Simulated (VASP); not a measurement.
# Cr (P6/mmm) in VASP: a series of runs

The runs below take Cr through single point, with PBEsol.

Program: VASP 6.6.1. These are calculated values, not measurements. Logs are shortened: lines on timing, memory, paths and dates and some standing lists are left out, and cuts for length are marked.

### Step 1. The cell of the first run

Symmetry: P6/mmm, No. 191, hexagonal system. The conventional cell has a = 4.186 Å, b = 4.186 Å, c = 2.255 Å, α = 90.00°, β = 90.00°, γ = 120.00°. Within 3.0 Å of Cr (site symmetry 6/mmm) lie 14 Cr at 2.26 to 2.67 Å. Within 3.0 Å of Cr (site symmetry -6m2) lie 11 Cr at 2.26 to 2.67 Å.

This isn't the form of Cr at room conditions, which is bcc.

### Step 2. Single point, PBEsol, collinear spin, ferromagnetic start

Input file INCAR:

```
SYSTEM = Cr
PREC = Accurate
ENCUT = 520
EDIFF = 1E-6
ISMEAR = -1
SIGMA = 0.05
LREAL = .FALSE.
LASPH = .TRUE.
NELM = 150
ALGO = Normal
ISIF = 2
LWAVE = .FALSE.
LCHARG = .TRUE.
ISPIN = 2
MAGMOM = 1.5 1.5 1.5
LORBIT = 11
LMAXMIX = 4
GGA = PS
LELF = .TRUE.
LVHAR = .TRUE.
NBANDS = 29
```

Input file KPOINTS:

```
Automatic mesh
0
G
  9 9 13
  0 0 0
```

Input file POSCAR:

```
Cr
1.0
    4.1859299357      0.0000000000      0.0000000000
   -2.0929649679      3.6251216628      0.0000000000
    0.0000000000      0.0000000000      2.2551119366
Cr
3
Direct
    0.0000000000      0.0000000000      0.0000000000
    0.3333333333      0.6666666667      0.5000000000
    0.6666666667      0.3333333333      0.5000000000
```

Potentials or basis: VASP PAW PBE potentials, release 64 (Cr_pv).

Launch:

```
$ cat potpaw_PBE.64/Cr_pv/POTCAR > POTCAR
$ mpirun -np 1 vasp_std > vasp.out
```

OUTCAR:

```text
SYSTEM = Cr
   PREC = Accurate
   ENCUT = 520
   EDIFF = 1E-6
   ISMEAR = -1
   LREAL = .FALSE.
   LASPH = .TRUE.
   NELM = 150
   ISIF = 2
   ISPIN = 2
   LORBIT = 11
   GGA = PS

 ion  position               nearest neighbor table
   1  0.000  0.000  0.000-   2 2.67   3 2.67   2 2.67   3 2.67   3 2.67   3 2.67   2 2.67   2 2.67
                             3 2.67   3 2.67   2 2.67   2 2.67
   2  0.333  0.667  0.500-   3 2.42   3 2.42   3 2.42   1 2.67   1 2.67   1 2.67   1 2.67   1 2.67
                             1 2.67
   3  0.667  0.333  0.500-   2 2.42   2 2.42   2 2.42   1 2.67   1 2.67   1 2.67   1 2.67   1 2.67
                             1 2.67

  LATTYP: Found a hexagonal cell.
 ALAT       =     4.1859299357
 C/A-ratio  =     0.5387361880

  Lattice vectors:

 A1 = (   4.1859299357,   0.0000000000,   0.0000000000)
 A2 = (  -2.0929649679,   3.6251216628,   0.0000000000)
 A3 = (   0.0000000000,   0.0000000000,   2.2551119366)

Analysis of symmetry for initial positions (statically):
=====================================================================
 Subroutine PRICEL returns:
 Original cell was already a primitive cell.

 Routine SETGRP: Setting up the symmetry group for a
 hexagonal supercell.

 Subroutine GETGRP returns: Found 24 space group operations
 (whereof 24 operations were pure point group operations)
 out of a pool of 24 trial point group operations.

The static configuration has the point symmetry D_6h.

Analysis of symmetry for dynamics (positions and initial velocities):
=====================================================================
 Subroutine PRICEL returns:
 Original cell was already a primitive cell.

 Routine SETGRP: Setting up the symmetry group for a
 hexagonal supercell.

 Subroutine GETGRP returns: Found 24 space group operations
 (whereof 24 operations were pure point group operations)
 out of a pool of 24 trial point group operations.

The dynamic configuration has the point symmetry D_6h.

Analysis of structural, dynamic, and magnetic symmetry:
=====================================================================
 Subroutine PRICEL returns:
 Original cell was already a primitive cell.

 Routine SETGRP: Setting up the symmetry group for a
 hexagonal supercell.

 Subroutine GETGRP returns: Found 24 space group operations
 (whereof 24 operations were pure point group operations)
 out of a pool of 24 trial point group operations.

The overall configuration has the point symmetry D_6h.

 Subroutine INISYM returns: Found 24 space group operations
 (whereof 24 operations are pure point group operations),
 and found     1 'primitive' translations

----------------------------------------------------------------------------------------

                                     Primitive cell

  volume of cell :      34.2202

  direct lattice vectors                    reciprocal lattice vectors
     4.185929936  0.000000000  0.000000000     0.238895542  0.137926405  0.000000000
    -2.092964968  3.625121663  0.000000000     0.000000000  0.275852811  0.000000000
     0.000000000  0.000000000  2.255111937     0.000000000  0.000000000  0.443436968

  length of vectors
     4.185929936  4.185929936  2.255111937     0.275852811  0.275852811  0.443436968

  position of ions in fractional coordinates (direct lattice)
     0.000000000  0.000000000  0.000000000
     0.333333333  0.666666667  0.500000000
     0.666666667  0.333333333  0.500000000

  ion indices of the primitive-cell ions
   primitive index   ion index
                 1           1
                 2           2
                 3           3

----------------------------------------------------------------------------------------

 KPOINTS: Automatic mesh

Automatic generation of k-mesh.
 Grid dimensions read from file:
 generate k-points for:    9    9   13

 Generating k-lattice:

  Cartesian coordinates                     Fractional coordinates (reciprocal lattice)
     0.026543949  0.015325156  0.000000000     0.111111111 -0.000000000  0.000000000
     0.000000000  0.030650312  0.000000000     0.000000000  0.111111111  0.000000000
     0.000000000  0.000000000  0.034110536     0.000000000  0.000000000  0.076923077

  Length of vectors
     0.030650312  0.030650312  0.034110536

  Shift w.r.t. Gamma in fractional coordinates (k-lattice)
     0.000000000  0.000000000  0.000000000

 Subroutine IBZKPT returns following result:
 ===========================================

 Found     84 irreducible k-points:

 Following reciprocal coordinates:
            Coordinates               Weight
  0.000000  0.000000  0.000000      1.000000
  0.111111  0.000000  0.000000      6.000000
  0.222222  0.000000  0.000000      6.000000
  0.333333 -0.000000  0.000000      6.000000
  0.444444  0.000000  0.000000      6.000000
  0.111111  0.111111  0.000000      6.000000
[... 16 lines left out ...]
  0.333333  0.222222  0.076923     24.000000
  0.333333  0.333333  0.076923      4.000000
 [... further k-points ...]
   k-points           NKPTS =     84   k-points in BZ     NKDIM =     84   number of bands    NBANDS=     29
   number of dos      NEDOS =    301   number of ions     NIONS =      3
   total plane-waves  NPLWV =  18432
   dimension x,y,z NGX =    32 NGY =   32 NGZ =   18
   dimension x,y,z NGXF=    64 NGYF=   64 NGZF=   36
   ions per type =               3
   NGX,Y,Z   is equivalent  to a cutoff of  12.71, 12.71, 13.27 a.u.
   NGXF,Y,Z  is equivalent  to a cutoff of  25.42, 25.42, 26.54 a.u.
 SYSTEM =  Cr
   PREC   = accura    normal or accurate (medium, high low for compatibility)
   ISTART =      0    job   : 0-new  1-cont  2-samecut
   ICHARG =      2    charge: 1-file 2-atom 10-const
   ISPIN  =      2    spin polarized calculation?
   LNONCOLLINEAR =      F non collinear calculations
   LSORBIT =      F    spin-orbit coupling
   LASPH  =      T    aspherical Exc in radial PAW
   ENCUT  =  520.0 eV  38.22 Ry    6.18 a.u.   7.78  7.78  4.19*2*pi/ulx,y,z
   NELM   =    150;   NELMIN=  2; NELMDL= -5     # of ELM steps
   EDIFF  = 0.1E-05   stopping-criterion for ELM
   LREAL  =      F    real-space projection
[... 7 lines left out ...]
   TEBEG  =    0.0;   TEEND  =   0.0 temperature during run
   PSTRESS=    0.0 pullay stress
   NELECT =      36.0000    total number of electrons
   NUPDOWN=      -1.0000    fix difference up-down
   EMIN   =  10.00;   EMAX   =-10.00  energy-range for DOS
   EFERMI =   0.00;   METHOD = LEGACY
   ISMEAR =    -1;   SIGMA  =   0.05  broadening in eV -4-tet -1-fermi 0-gaus
   EFERMI_NEDOS =   21; number of points for ismear=-14 and -15
   IALGO  =     38    algorithm
   IMIX   =      4    mixing-type and parameters
     AMIX     =   0.40;   BMIX     =  1.00
     AMIX_MAG =   1.60;   BMIX_MAG =  1.00
  volume/ion in A,a.u.               =      11.41        76.98
  Fermi-wavevector in a.u.,A,eV,Ry     =   1.665002  3.146398 37.718506  2.772232
  Thomas-Fermi vector in A             =   2.751448
   LORBIT       =     11    0 simple, 1 ext, 2 COOP (PROOUT), +10 PAW based schemes
   GGA     = PS    functional components
   LHFCALC =     F    Hartree Fock is set to
   AEXX    =    0.0000 exact exchange contribution
   IVDW    =     0    specifies the selected vdW correction
   LEPSILON=     F    determine dielectric tensor
   LRPA    =     F    only Hartree local field effects (RPA)
 spin polarized calculation
  energy-cutoff  :      520.00
  volume of cell :       34.22
 maximum number of plane-waves:       956
 NGX is ok and might be reduce to    32
   NGX = 15   NGY = 15   NGZ =  9

 number of electron      36.0000000 magnetization       0.0001789

 Free energy of the ion-electron system (eV)
  ---------------------------------------------------
  ext. energy  EPLUGINS =         0.00000000
  ---------------------------------------------------
  free energy    TOTEN  =       -29.69804616 eV

  energy without entropy =      -29.66035332  energy(sigma->0) =      -29.67919974

 E-fermi :  10.9418     XC(G=0): -13.8753

 val. band max:       10.9264253814   @ k =   0.1111   0.1111   0.3846
 cond. band min:      10.9468571821   @ k =   0.0000   0.0000   0.2308
 fundamental gap:      0.0204318008
 Fermi energy:        10.9417988980

 spin component 1

 k-point     1 :       0.0000    0.0000    0.0000
  band No.  band energies     occupation
      1     -32.0819      1.00000
      2     -32.0819      1.00000
      3     -32.0655      1.00000
      4     -32.0655      1.00000
      5     -31.4557      1.00000
      6     -31.4557      1.00000
[... 21 lines left out ...]
     28      18.4080      0.00000
     29      18.8185      0.00000

 k-point     2 :       0.1111    0.0000    0.0000
  band No.  band energies     occupation
      1     -32.1643      1.00000
      2     -32.1484      1.00000
      3     -31.9776      1.00000
      4     -31.9677      1.00000
      5     -31.4882      1.00000
      6     -31.4608      1.00000
[... 21 lines left out ...]
     28      18.1930      0.00000
     29      18.4066      0.00000

 k-point     3 :       0.2222    0.0000    0.0000
  band No.  band energies     occupation
      1     -32.2404      1.00000
      2     -32.1717      1.00000
      3     -31.8859      1.00000
      4     -31.8621      1.00000
      5     -31.5734      1.00000
      6     -31.4752      1.00000
[... 638 lines left out ...]
      5     -31.6568      1.00000
      6     -31.4889      1.00000
[... 21 lines left out ...]
     28      18.1892      0.00000
     29      18.4087      0.00000

 k-point    24 :       0.3333    0.3333    0.0769
  band No.  band energies     occupation
      1     -32.1446      1.00000
      2     -32.1022      1.00000
      3     -32.1022      1.00000
      4     -31.6638      1.00000
      5     -31.6638      1.00000
      6     -31.4848      1.00000
[... 21 lines left out ...]
     28      18.1893      0.00000
     29      18.4086      0.00000

 [... further k-points ...]

 spin component 2

 k-point     1 :       0.0000    0.0000    0.0000
  band No.  band energies     occupation
      1     -32.0819      1.00000
      2     -32.0818      1.00000
      3     -32.0655      1.00000
      4     -32.0655      1.00000
      5     -31.4557      1.00000
      6     -31.4557      1.00000
[... 21 lines left out ...]
     28      18.5660      0.00000
     29      18.8185      0.00000

 k-point     2 :       0.1111    0.0000    0.0000
  band No.  band energies     occupation
      1     -32.1643      1.00000
      2     -32.1483      1.00000
      3     -31.9776      1.00000
      4     -31.9677      1.00000
      5     -31.4882      1.00000
      6     -31.4607      1.00000
[... 21 lines left out ...]
     28      18.1887      0.00000
     29      18.4058      0.00000

 k-point     3 :       0.2222    0.0000    0.0000
  band No.  band energies     occupation
      1     -32.2404      1.00000
      2     -32.1717      1.00000
      3     -31.8859      1.00000
      4     -31.8620      1.00000
      5     -31.5734      1.00000
      6     -31.4752      1.00000
[... 638 lines left out ...]
      5     -31.6568      1.00000
      6     -31.4888      1.00000
[... 21 lines left out ...]
     28      18.1899      0.00000
     29      18.4086      0.00000

 k-point    24 :       0.3333    0.3333    0.0769
  band No.  band energies     occupation
      1     -32.1445      1.00000
      2     -32.1022      1.00000
      3     -32.1022      1.00000
      4     -31.6638      1.00000
      5     -31.6638      1.00000
      6     -31.4847      1.00000
[... 21 lines left out ...]
     28      18.1899      0.00000
     29      18.4086      0.00000

 [... further k-points ...]

------------------------ aborting loop because EDIFF is reached ----------------------------------------

  FORCE on cell =-STRESS in cart. coord.  units (eV):
  Direction    XX          YY          ZZ          XY          YZ          ZX
  --------------------------------------------------------------------------------------
  -------------------------------------------------------------------------------------
  Total       -0.0670904     -0.0670904     -0.0853753      0.0000000     -0.0000000     -0.0000000
  in kB       -3.1411471     -3.1411471     -3.9972409      0.0000000     -0.0000000     -0.0000000
  external PRESSURE =      -3.4265117 kB  Pullay stress =       0.0000000 kB

 VOLUME and BASIS-vectors are now :
 -----------------------------------------------------------------------------
  energy-cutoff  :      520.00
  volume of cell :       34.22
      direct lattice vectors                 reciprocal lattice vectors
     4.185929936  0.000000000  0.000000000     0.238895542  0.137926405  0.000000000
    -2.092964968  3.625121663  0.000000000     0.000000000  0.275852811  0.000000000
     0.000000000  0.000000000  2.255111937     0.000000000  0.000000000  0.443436968

 POSITION                                       TOTAL-FORCE (eV/Angst)
 -----------------------------------------------------------------------------------
      0.00000      0.00000      0.00000         0.000000      0.000000      0.000000
     -0.00000      2.41675      1.12756         0.000000     -0.000000     -0.000000
      2.09296      1.20837      1.12756        -0.000000      0.000000      0.000000
 -----------------------------------------------------------------------------------
    total drift:                               -0.000000      0.000000      0.000000

  FREE ENERGIE OF THE ION-ELECTRON SYSTEM (eV)
  ---------------------------------------------------
  free  energy   TOTEN  =       -29.6980461638 eV

  energy  without entropy=      -29.6603533181  energy(sigma->0) =      -29.67919974

 total charge

# of ion       s       p       d       tot
------------------------------------------
    1        0.428   6.408   4.250  11.085
    2        0.439   6.387   4.330  11.155
    3        0.439   6.387   4.330  11.155
--------------------------------------------------
tot          1.306  19.181  12.909  33.396

 magnetization (x)

# of ion       s       p       d       tot
------------------------------------------
    1       -0.000  -0.000  -0.000  -0.000
    2        0.000   0.000   0.000   0.000
    3        0.000   0.000   0.000   0.000
--------------------------------------------------
tot          0.000   0.000   0.000   0.000
```

It took 77 s on 1 thread of Intel Xeon Platinum 8559C (Emerald Rapids), shared host; peak memory 0.23 GiB.

Results:

- Free energy: -29.6980 eV
- Pressure: -0.3 GPa
- Band gap on the k mesh: zero (filled and empty bands overlap)
- Net moment: 0.00 μB per cell
- Valence electrons inside the program's atomic spheres: Cr 11.09, 11.15 (each value once)

Stress tensor (GPa, compression positive):
```
-0.31  0.00  0.00
 0.00 -0.31  0.00
 0.00  0.00 -0.40
```

Caveat: an empty level that is flat over the whole mesh can mark a ghost state of the potentials, or a narrow d or f band; the PAW data sets were made with another functional, which shifts forces and pressure a little.

(Continued in part 2 of 2.)
